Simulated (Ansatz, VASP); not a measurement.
# Sb: VASP beside Ansatz

The input INCAR:

```
PREC     = Accurate       # precision mode
ENCUT    = 520            # plane-wave cutoff, eV
EDIFF    = 1E-6           # SCF threshold, eV
ISMEAR   = -1             # smearing method
SIGMA    = 0.02           # smearing width, eV
LREAL    = F              # projectors in reciprocal space
LASPH    = T              # aspherical terms in the spheres
NELM     = 100            # most SCF steps
ALGO     = Normal         # electronic algorithm
ISIF     = 2              # what is computed and relaxed
LWAVE    = F              # write WAVECAR
LCHARG   = T              # write CHGCAR
LDIPOL   = T            
IDIPOL   = 3            
DIPOL    = 0.5 0.5 0.345
GGA      = PE             # functional
LELF     = T              # ELF
LVHAR    = T            
LVACPOTAV= T            
NBANDS   = 12             # bands
```

File KPOINTS:

```
Automatic mesh
0
Gamma
  12 12 1
```

File POSCAR:

```
Sb
1.0
    4.1051829901      0.0000000000      0.0000000000
   -2.0525914950      3.4485369739      0.0000000000
    0.0000000000      0.0000000000     26.8552477996
Sb
2
Direct
    0.3318483307      0.6636966613      0.3145893443
    0.6681516693      0.3363033387      0.3753176727
```

Input for Ansatz:

```yaml
crystal:
  lattice:
    - [4.1051829901, 0.0, 0.0]
    - [-2.052591495, 3.4485369739, 0.0]
    - [0.0, 0.0, 26.8552477996]
  atoms:
    - { symbol: Sb, position: [0.3318483307, 0.6636966613, 0.3145893443] }
    - { symbol: Sb, position: [0.6681516693, 0.3363033387, 0.3753176727] }
  periodic: [true, true, false]
kpoints:
  mp_grid: { grid: [12, 12, 1] }
  band_path:
    path:
      - [0.0, 0.0, 0.0]
      - [0.5, 0.0, 0.0]
      - [0.3333333333, 0.3333333333, 0.0]
      - [0.0, 0.309896, 0.0]
    npoints: 1
hamiltonian:
  xc: pbe
scf:
  occupations: { method: fermi_dirac, width: 0.02 }
  n_extra_bands: 4
output:
  forces: true
  stress: true
  eigenvalues: true
```

Change from the starting cell: uniaxial_y strain -3.0%.

Alike in both runs: task single point; functional PBE; k mesh 12 × 12 × 1; occupations fermi-dirac, width 0.02 eV; no spin polarisation.

|  | VASP | Ansatz |
| --- | --- | --- |
| version | VASP 6.6.1 | Ansatz 0.2.0 |
| potentials or method | VASP PAW PBE potentials, release 64 (Sb) | plane waves, PAW |
| plane-wave cutoff (eV) | 520 | 420 |
| valence electrons in the cell | 10 | 30 |

```tsv
	VASP	Ansatz	Ansatz less VASP
gap on the k mesh at the Fermi level (eV)	0.95	0.95	-0.005
rms of the force components (eV/Å)	0.229	0.173	-0.0560
```

Atom by atom the forces differ by 0.056 eV/Å (rms over components). VASP's potentials hold 10 valence electrons a cell and Ansatz's 30, so a difference there can come from the potentials and not from the codes.

Spin-orbit coupling is off throughout.
